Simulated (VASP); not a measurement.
A run of VASP 6.6.1 is set up as follows.

INCAR

```
PREC     = Accurate       # precision mode
ENCUT    = 520            # plane-wave cutoff, eV
EDIFF    = 1E-6           # SCF threshold, eV
ISMEAR   = 0              # smearing method
SIGMA    = 0.02           # smearing width, eV
LREAL    = False          # projectors in reciprocal space
LASPH    = True           # aspherical terms in the spheres
NELM     = 60             # most SCF steps
ALGO     = Normal         # electronic algorithm
ISIF     = 2              # what is computed and relaxed
LWAVE    = False          # write WAVECAR
LCHARG   = True           # write CHGCAR
LELF     = True           # ELF
LVHAR    = True         
NBANDS   = 16             # bands
```

The input KPOINTS:

```
regular mesh
0
Gamma
  10 10 10
```

File POSCAR:

```
GaN
1.0
    0.0000000000      2.2277008293      2.2277008293
    2.2277008293      0.0000000000      2.2277008293
    2.2277008293      2.2277008293      0.0000000000
Ga N
1 1
Direct
    0.0000000000      0.0000000000      0.0000000000
    0.7500000000      0.7500000000      0.7500000000
```

Potentials or basis: VASP PAW LDA potentials, release 64 (Ga_d, N).

The run is started by

```console
$ cat potpaw_LDA.64/Ga_d/POTCAR potpaw_LDA.64/N/POTCAR > POTCAR
$ mpirun -np 1 vasp_std > vasp.out
```

Q: Predict the band gap on the k mesh.

A: 1.97 eV, direct.

Q: What does it give for the pressure?

A: 1.1 GPa.

LDA gaps usually lie below the measured ones, often by a third to a half.
